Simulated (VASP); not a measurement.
Input of a VASP 6.6.1 run:

INCAR

```
PREC = Accurate
ENCUT = 520
EDIFF = 1E-6
ISMEAR = -1
SIGMA = 0.1
LREAL = False
LASPH = True
NELM = 100
ALGO = Normal
ISIF = 2
LWAVE = False
LCHARG = True
GGA = PE
LELF = True
LVHAR = True
NBANDS = 19
```

The input KPOINTS:

```
regular mesh
0
Gamma
  10 10 10
```

Contents of POSCAR:

```
Zn
1.0
    0.0000000000      2.9124239656      2.9124239656
    2.9124239656      0.0000000000      2.9124239656
    2.9124239656      2.9124239656      0.0000000000
Zn
2
Direct
    0.1250000000      0.1250000000      0.1250000000
    0.8750000000      0.8750000000      0.8750000000
```

Potentials or basis: VASP PAW PBE potentials, release 64 (Zn).

The run is started by

```sh
$ cat potpaw_PBE.64/Zn/POTCAR > POTCAR
$ mpirun -np 1 vasp_std > vasp.out
```

Question: Predict the band gap on the k mesh.

Answer: Zero (band 12 reaches 5.46 eV, above the bottom of band 13 at -0.31 eV).

Question: Estimate the pressure.

Answer: 0.1 GPa.
